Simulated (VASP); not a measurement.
Set up this calculation in VASP 6.6.1, as the native input.

```
Task                   : single point
Functional             : r2SCAN
Potentials or basis    : VASP PAW PBE potentials, release 64 (Li_sv, F)
Cutoff                 : 520 eV
k mesh                 : 10 × 10 × 10
Occupations            : gaussian, width 0.01 eV
Spin                   : no spin polarisation
Dipole correction      : no
Further INCAR settings : ALGO = Normal; EDIFF = 1e-06; NBANDS = 12
```

Crystal: LiF.

```
Li F
1.0
     0.00000    2.03400    2.03400
     2.03400    0.00000    2.03400
     2.03400    2.03400    0.00000
Li F
1 1
Direct
  0.00000 0.00000 0.00000
  0.50000 0.50000 0.50000
```

This cell differs from its parent crystal: volume changed by +6%.

The input as run:

POSCAR

```
LiF
1.0
    0.0000000000      2.0339968056      2.0339968056
    2.0339968056      0.0000000000      2.0339968056
    2.0339968056      2.0339968056      0.0000000000
Li F
1 1
Direct
    0.0000000000      0.0000000000      0.0000000000
    0.5000000000      0.5000000000      0.5000000000
```

INCAR.step1

```
PREC = Accurate
ENCUT = 520
ISMEAR = 0
SIGMA = 0.01
LREAL = F
LASPH = T
NELM = 100
NBANDS = 12
GGA = PE
ALGO = Normal
EDIFF = 1E-4
LWAVE = T
LCHARG = F
```

INCAR.step2

```
PREC = Accurate
ENCUT = 520
EDIFF = 1E-6
ISMEAR = 0
SIGMA = 0.01
LREAL = F
LASPH = T
NELM = 100
ALGO = Normal
ISIF = 2
LWAVE = F
LCHARG = F
METAGGA = R2SCAN
LMIXTAU = T
NBANDS = 12
ISTART = 1
```

KPOINTS

```
Automatic mesh
0
Gamma
  10 10 10
```

Potentials or basis: VASP PAW PBE potentials, release 64 (Li_sv, F).

Command:

```console
$ cat potpaw_PBE.64/Li_sv/POTCAR potpaw_PBE.64/F/POTCAR > POTCAR
$ cp INCAR.step1 INCAR
$ mpirun -np 1 vasp_std > vasp.out
$ cp INCAR.step2 INCAR
$ mpirun -np 1 vasp_std > vasp.out
```

Results of the run:

| Quantity | Value |
| --- | --- |
| Band gap on the k mesh | 9.98 eV, direct |

It took 97 s on 1 thread of AMD EPYC 7R13 (shared host), peak memory 0.11 GiB.
